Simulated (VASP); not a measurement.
# Si2Mo (Cmc2_1) in VASP: relaxation of cell and atoms with PBE

Aim: the relaxation of cell and atoms of Si2Mo with PBE.

Everything below comes from runs of VASP 6.6.1. Logs are shortened: lines on timing, memory, paths and dates and some standing lists are left out, and cuts for length are marked.

### 1 The cell of the first run

It takes space group Cmc2_1 (No. 36, orthorhombic). Conventional cell: a = 3.323 Å, b = 8.715 Å, c = 6.153 Å, α = 90.00°, β = 90.00°, γ = 90.00°. Within 3.0 Å of Si (site symmetry m) lie 3 Si at 2.31 to 2.51 Å and 5 Mo at 2.51 to 2.95 Å. Within 3.0 Å of Si (site symmetry m) lie 3 Si at 2.31 to 2.51 Å and 4 Mo at 2.53 to 2.62 Å. Mo (site symmetry m) has 9 Si at 2.51 to 2.95 Å within 3.3 Å.

### 2 Relaxation of cell and atoms, PBE

The input, INCAR:

```
ALGO = Normal
EDIFF = 1E-7
EDIFFG = -0.01
ENCUT = 600
GGA = PE
IBRION = 2
ISIF = 3
ISMEAR = 0
LASPH = T
LCHARG = F
LREAL = F
LWAVE = F
NELM = 100
NSW = 100
PREC = Accurate
SIGMA = 0.1
```

The input, KPOINTS:

```
k-points
0
Gamma
  12 12 6
```

The input, POSCAR:

```
Si2Mo
1.0
    1.6616031031     -4.3573742107      0.0000000000
    1.6616031031      4.3573742107      0.0000000000
    0.0000000000      0.0000000000      6.1534632525
Si Mo
4 2
Direct
    0.4043831938      0.5956168062      0.0208555350
    0.5956168062      0.4043831938      0.5208555350
    0.1940639345      0.8059360655      0.7930370986
    0.8059360655      0.1940639345      0.2930370986
    0.9136246444      0.0863753556      0.6862167061
    0.0863753556      0.9136246444      0.1862167061
```

Potentials or basis: VASP PAW PBE potentials, release 64 (Si, Mo_sv).

Started as:

```
$ cat potpaw_PBE.64/Si/POTCAR potpaw_PBE.64/Mo_sv/POTCAR > POTCAR
$ mpirun -np 1 vasp_std > vasp.out
```

OUTCAR:

```text
EDIFF = 1E-7
   EDIFFG = -0.01
   ENCUT = 600
   GGA = PE
   IBRION = 2
   ISIF = 3
   ISMEAR = 0
   LASPH = T
   LREAL = F
   NELM = 100
   NSW = 100
   PREC = Accurate

 ion  position               nearest neighbor table
   1  0.404  0.596  0.021-   3 2.31   4 2.51   4 2.51   6 2.51   6 2.51   5 2.65   5 2.65   6 2.95

   2  0.596  0.404  0.521-   4 2.31   3 2.51   3 2.51   5 2.51   5 2.51   6 2.65   6 2.65   5 2.95

   3  0.194  0.806  0.793-   1 2.31   2 2.51   2 2.51   5 2.53   6 2.60   5 2.62   5 2.62
   4  0.806  0.194  0.293-   2 2.31   1 2.51   1 2.51   6 2.53   5 2.60   6 2.62   6 2.62
   5  0.914  0.086  0.686-   2 2.51   2 2.51   3 2.53   4 2.60   3 2.62   3 2.62   1 2.65   1 2.65
                             2 2.95   6 3.43   6 3.43
   6  0.086  0.914  0.186-   1 2.51   1 2.51   4 2.53   3 2.60   4 2.62   4 2.62   2 2.65   2 2.65
                             1 2.95   5 3.43   5 3.43

  LATTYP: Found a base centered orthorhombic cell.
 ALAT       =     3.3232062062
 B/A-ratio  =     2.6223917147
 C/A-ratio  =     1.8516645886

  Lattice vectors:

 A1 = (   1.6616031031,  -4.3573742107,   0.0000000000)
 A2 = (   1.6616031031,   4.3573742107,   0.0000000000)
 A3 = (   0.0000000000,   0.0000000000,   6.1534632525)

Analysis of symmetry for initial positions (statically):
=====================================================================
 Subroutine PRICEL returns:
 Original cell was already a primitive cell.

 Routine SETGRP: Setting up the symmetry group for a
 base centered orthorhombic supercell.

 Subroutine GETGRP returns: Found  4 space group operations
 (whereof  2 operations were pure point group operations)
 out of a pool of  8 trial point group operations.

The static configuration has the point symmetry C_1h.
 The point group associated with its full space group is C_2v.

Analysis of symmetry for dynamics (positions and initial velocities):
=====================================================================
 Subroutine PRICEL returns:
 Original cell was already a primitive cell.

 Routine SETGRP: Setting up the symmetry group for a
 base centered orthorhombic supercell.

 Subroutine GETGRP returns: Found  4 space group operations
 (whereof  2 operations were pure point group operations)
 out of a pool of  8 trial point group operations.

The dynamic configuration has the point symmetry C_1h.
 The point group associated with its full space group is C_2v.

 Subroutine INISYM returns: Found  4 space group operations
 (whereof  2 operations are pure point group operations),
 and found     1 'primitive' translations

----------------------------------------------------------------------------------------

                                     Primitive cell

  volume of cell :      89.1049

  direct lattice vectors                    reciprocal lattice vectors
     1.661603103 -4.357374211  0.000000000     0.300914219 -0.114748006  0.000000000
     1.661603103  4.357374211  0.000000000     0.300914219  0.114748006  0.000000000
     0.000000000  0.000000000  6.153463252     0.000000000  0.000000000  0.162510112

  length of vectors
     4.663435953  4.663435953  6.153463252     0.322050418  0.322050418  0.162510112

  position of ions in fractional coordinates (direct lattice)
     0.404383194  0.595616806  0.020855535
     0.595616806  0.404383194  0.520855535
     0.194063935  0.805936065  0.793037099
     0.805936065  0.194063935  0.293037099
     0.913624644  0.086375356  0.686216706
     0.086375356  0.913624644  0.186216706

  ion indices of the primitive-cell ions
   primitive index   ion index
                 1           1
                 2           2
                 3           3
                 4           4
                 5           5
                 6           6

----------------------------------------------------------------------------------------

 KPOINTS: k-points

Automatic generation of k-mesh.
 Grid dimensions read from file:
 generate k-points for:   12   12    6

 Generating k-lattice:

  Cartesian coordinates                     Fractional coordinates (reciprocal lattice)
     0.025076185 -0.009562334  0.000000000     0.083333333  0.000000000  0.000000000
     0.025076185  0.009562334  0.000000000     0.000000000  0.083333333  0.000000000
     0.000000000  0.000000000  0.027085019     0.000000000  0.000000000  0.166666667

  Length of vectors
     0.026837535  0.026837535  0.027085019

  Shift w.r.t. Gamma in fractional coordinates (k-lattice)
     0.000000000  0.000000000  0.000000000

 Subroutine IBZKPT returns following result:
 ===========================================

 Found    172 irreducible k-points:

 Following reciprocal coordinates:
            Coordinates               Weight
  0.000000  0.000000  0.000000      1.000000
  0.083333 -0.000000  0.000000      4.000000
  0.166667 -0.000000  0.000000      4.000000
  0.250000  0.000000  0.000000      4.000000
  0.333333 -0.000000  0.000000      4.000000
  0.416667 -0.000000  0.000000      4.000000
[... 16 lines left out ...]
  0.500000  0.166667  0.000000      4.000000
 -0.416667  0.166667  0.000000      4.000000
 [... further k-points ...]
   k-points           NKPTS =    172   k-points in BZ     NKDIM =    172   number of bands    NBANDS=     26
   number of dos      NEDOS =    301   number of ions     NIONS =      6
   total plane-waves  NPLWV =  80000
   dimension x,y,z NGX =    40 NGY =   40 NGZ =   50
   dimension x,y,z NGXF=    80 NGYF=   80 NGZF=  100
   ions per type =               4   2
   NGX,Y,Z   is equivalent  to a cutoff of  14.26, 14.26, 13.51 a.u.
   NGXF,Y,Z  is equivalent  to a cutoff of  28.52, 28.52, 27.02 a.u.
 SYSTEM =  unknown system
   PREC   = accura    normal or accurate (medium, high low for compatibility)
   ISTART =      0    job   : 0-new  1-cont  2-samecut
   ICHARG =      2    charge: 1-file 2-atom 10-const
   ISPIN  =      1    spin polarized calculation?
   LNONCOLLINEAR =      F non collinear calculations
   LSORBIT =      F    spin-orbit coupling
   LASPH  =      T    aspherical Exc in radial PAW
   ENCUT  =  600.0 eV  44.10 Ry    6.64 a.u.   9.31  9.31 12.29*2*pi/ulx,y,z
   NELM   =    100;   NELMIN=  2; NELMDL= -5     # of ELM steps
   EDIFF  = 0.1E-06   stopping-criterion for ELM
   LREAL  =      F    real-space projection
   EDIFFG = -.1E-01   stopping-criterion for IOM
   NSW    =    100    number of steps for IOM
   IBRION =      2    ionic relax: 0-MD 1-quasi-New 2-CG
   NFREE  =      1    steps in history (QN), initial steepest desc. (CG)
   ISIF   =      3    stress and relaxation
   ISYM   =      2    0-nonsym 1-usesym 2-fastsym
   POTIM  = 0.5000    time-step for ionic-motion
   TEBEG  =    0.0;   TEEND  =   0.0 temperature during run
   PSTRESS=    0.0 pullay stress
   NELECT =      44.0000    total number of electrons
   NUPDOWN=      -1.0000    fix difference up-down
   EMIN   =  10.00;   EMAX   =-10.00  energy-range for DOS
   EFERMI =   0.00;   METHOD = LEGACY
   ISMEAR =     0;   SIGMA  =   0.10  broadening in eV -4-tet -1-fermi 0-gaus
   EFERMI_NEDOS =   21; number of points for ismear=-14 and -15
   IALGO  =     38    algorithm
   IMIX   =      4    mixing-type and parameters
     AMIX     =   0.40;   BMIX     =  1.00
     AMIX_MAG =   1.60;   BMIX_MAG =  1.00
  volume/ion in A,a.u.               =      14.85       100.22
  Fermi-wavevector in a.u.,A,eV,Ry     =   1.293973  2.445254 22.781126  1.674366
  Thomas-Fermi vector in A             =   2.425585
   LORBIT       =      0    0 simple, 1 ext, 2 COOP (PROOUT), +10 PAW based schemes
   GGA     = PE    functional components
   LHFCALC =     F    Hartree Fock is set to
   AEXX    =    0.0000 exact exchange contribution
   IVDW    =     0    specifies the selected vdW correction
   LEPSILON=     F    determine dielectric tensor
   LRPA    =     F    only Hartree local field effects (RPA)
 conjugate gradient relaxation of ions
 non-spin polarized calculation
 Gauss-broadening in eV      SIGMA  =   0.10
  energy-cutoff  :      600.00
  volume of cell :       89.10
 maximum number of plane-waves:      2997
 NGX is ok and might be reduce to    40
   NGX = 19   NGY = 19   NGZ = 25

--------------------------------------- Ionic step        1  -------------------------------------------

 number of electron      44.0000000 magnetization

 Free energy of the ion-electron system (eV)
  ---------------------------------------------------
  ext. energy  EPLUGINS =         0.00000000
  ---------------------------------------------------
  free energy    TOTEN  =       -44.80017516 eV

  energy without entropy =      -44.79487192  energy(sigma->0) =      -44.79752354

------------------------ aborting loop because EDIFF is reached ----------------------------------------

  FORCE on cell =-STRESS in cart. coord.  units (eV):
  Direction    XX          YY          ZZ          XY          YZ          ZX
  --------------------------------------------------------------------------------------
  -------------------------------------------------------------------------------------
  Total        0.2264250      0.1118350     -0.1257200      0.0000000      0.0000000      0.0000000
  in kB        4.0713008      2.0108812     -2.2605446      0.0000000      0.0000000      0.0000000
  external PRESSURE =       1.2738792 kB  Pullay stress =       0.0000000 kB

 VOLUME and BASIS-vectors are now :
 -----------------------------------------------------------------------------
  energy-cutoff  :      600.00
  volume of cell :       89.10
      direct lattice vectors                 reciprocal lattice vectors
     1.661603103 -4.357374211  0.000000000     0.300914219 -0.114748006  0.000000000
     1.661603103  4.357374211  0.000000000     0.300914219  0.114748006  0.000000000
     0.000000000  0.000000000  6.153463252     0.000000000  0.000000000  0.162510112
[... 161 lines left out ...]
 POSITION                                       TOTAL-FORCE (eV/Angst)
 -----------------------------------------------------------------------------------
      1.66452      0.83356      0.12802         0.000000     -0.008413      0.008977
      1.66452     -0.83356      3.19983         0.000000      0.008413      0.008977
      1.66452      2.66666      4.87189         0.000000     -0.002052     -0.013696
      1.66452     -2.66666      1.80008         0.000000      0.002052     -0.013696
      1.66452     -3.60557      4.21620         0.000000     -0.004921      0.004718
      1.66452      3.60557      1.14439         0.000000      0.004921      0.004718
 -----------------------------------------------------------------------------------
    total drift:                                0.000000      0.000000     -0.000302

  FREE ENERGIE OF THE ION-ELECTRON SYSTEM (eV)
  ---------------------------------------------------
  free  energy   TOTEN  =       -44.8005036536 eV

  energy  without entropy=      -44.7952697070  energy(sigma->0) =      -44.79788668

--------------------------------------- Ionic step        6  -------------------------------------------

 number of electron      44.0000000 magnetization

 Free energy of the ion-electron system (eV)
  ---------------------------------------------------
  ext. energy  EPLUGINS =         0.00000000
  ---------------------------------------------------
  free energy    TOTEN  =       -44.80053260 eV

  energy without entropy =      -44.79530328  energy(sigma->0) =      -44.79791794

 E-fermi :  10.5045     XC(G=0): -11.8431

 val. band max:       10.4998893005   @ k =  -0.4167   0.2500   0.0000
 cond. band min:      10.5154234015   @ k =  -0.1667   0.1667   0.0000
 fundamental gap:      0.0155341010
 Fermi energy:        10.5044943644

 k-point     1 :       0.0000    0.0000    0.0000
  band No.  band energies     occupation
      1     -50.1115      2.00000
      2     -50.1037      2.00000
      3     -24.3440      2.00000
      4     -24.3148      2.00000
      5     -24.2585      2.00000
      6     -24.1965      2.00000
[... 18 lines left out ...]
     25      13.6334      0.00000
     26      13.7954      0.00000
[... 644 lines left out ...]
      4     -24.3077      2.00000
      5     -24.2702      2.00000
      6     -24.2549      2.00000
[... 18 lines left out ...]
     25      12.1586      0.00000
     26      13.0614      0.00000

 [... further k-points ...]
[... 5 lines left out ...]
  --------------------------------------------------------------------------------------
  -------------------------------------------------------------------------------------
  Total       -0.0006068      0.0004715      0.0111401      0.0000000      0.0000000      0.0000000
  in kB       -0.0109023      0.0084713      0.2001523      0.0000000      0.0000000      0.0000000
  external PRESSURE =       0.0659071 kB  Pullay stress =       0.0000000 kB

 VOLUME and BASIS-vectors are now :
 -----------------------------------------------------------------------------
  energy-cutoff  :      600.00
  volume of cell :       89.17
      direct lattice vectors                 reciprocal lattice vectors
     1.665085939 -4.358934927  0.000000000     0.300284801 -0.114706920  0.000000000
     1.665085939  4.358934927  0.000000000     0.300284801  0.114706920  0.000000000
     0.000000000  0.000000000  6.143181875     0.000000000  0.000000000  0.162782092

 POSITION                                       TOTAL-FORCE (eV/Angst)
 -----------------------------------------------------------------------------------
      1.66509      0.83307      0.12850         0.000000     -0.000937      0.000233
      1.66509     -0.83307      3.20009         0.000000      0.000937      0.000233
      1.66509      2.66654      4.87076         0.000000     -0.008849     -0.003392
      1.66509     -2.66654      1.79917         0.000000      0.008849     -0.003392
      1.66509     -3.60588      4.21618         0.000000      0.000911      0.003159
      1.66509      3.60588      1.14459         0.000000     -0.000911      0.003159
 -----------------------------------------------------------------------------------
    total drift:                                0.000000      0.000000     -0.000245

  FREE ENERGIE OF THE ION-ELECTRON SYSTEM (eV)
  ---------------------------------------------------
  free  energy   TOTEN  =       -44.8005325977 eV

  energy  without entropy=      -44.7953032763  energy(sigma->0) =      -44.79791794

 reached required accuracy - stopping structural energy minimisation
```

It took 15 min on 1 thread of Intel Xeon 6975P-C (Granite Rapids), shared host; peak memory 0.6 GiB.

What came out:

- Free energy: -44.8005 eV
- Relaxed volume: 14.86 Å³/atom
- Relaxed cell: a = 4.666 Å, b = 4.666 Å, c = 6.143 Å, α = 90.00°, β = 90.00°, γ = 138.19°
- Space group after relaxing (to 0.05 Å): Cmc2_1 (No. 36)
- Energy gained by relaxing: 0.1 meV/atom
- Ionic steps: 6
- Pressure after relaxing: 0.0 GPa
- Largest force after relaxing: 0.009 eV/Å
- Band gap on the k mesh: zero (band 22 reaches 10.67 eV, above the bottom of band 23 at 10.30 eV)

Forces on the atoms (eV/Å):
```
Si   0.000 -0.001  0.000
Si   0.000  0.001  0.000
Si   0.000 -0.009 -0.003
Si   0.000  0.009 -0.003
Mo   0.000  0.001  0.003
Mo   0.000 -0.001  0.003
```

The path:
| step | energy change (eV) | largest force (eV/Å) | pressure (GPa) | volume (Å³) |
| --- | --- | --- | --- | --- |
| 1 | 0.0000 | 0.0147 | 0.13 | 89.10 |
| 2 | -0.0002 | 0.0203 | -0.18 | 89.26 |
| 3 | -0.0003 | 0.0127 | -0.11 | 89.22 |
| 4 | -0.0003 | 0.0142 | 0.08 | 89.13 |
| 5 | -0.0003 | 0.0138 | 0.05 | 89.15 |
| 6 | -0.0004 | 0.0095 | 0.01 | 89.17 |

Final structure:
```
CELL_PARAMETERS angstrom
1.66509 -4.35893 0.00000
1.66509 4.35893 0.00000
0.00000 0.00000 6.14318
ATOMIC_POSITIONS crystal
Si 0.40444 0.59556 0.02092
Si 0.59556 0.40444 0.52092
Si 0.19413 0.80587 0.79287
Si 0.80587 0.19413 0.29287
Mo 0.91362 0.08638 0.68632
Mo 0.08638 0.91362 0.18632
```

Levels at points of the mesh, in eV from the Fermi level:
| k point | band 19 | band 20 | band 21 | band 22 | band 23 | band 24 | band 25 | band 26 |
| --- | --- | --- | --- | --- | --- | --- | --- | --- |
| (0.00, 0.00, 0.00) | -2.04 | -1.18 | -0.89 | -0.20 | 0.84 | 1.39 | 3.13 | 3.29 |
| (0.50, 0.00, 0.00) | -2.19 | -1.88 | -1.51 | -0.72 | 0.86 | 2.02 | 2.25 | 2.65 |
| (0.50, 0.50, 0.00) | -1.03 | -1.00 | -0.68 | -0.28 | -0.21 | 0.64 | 0.75 | 1.92 |
| (0.00, 0.00, 0.50) | -1.32 | -1.32 | -0.09 | -0.09 | 1.77 | 1.77 | 2.67 | 2.67 |
| (0.50, 0.00, 0.50) | -2.06 | -2.06 | -0.87 | -0.87 | 1.70 | 1.70 | 2.11 | 2.11 |
| (0.50, 0.50, 0.50) | -1.77 | -1.77 | -0.37 | -0.37 | 0.37 | 0.37 | 1.66 | 1.66 |
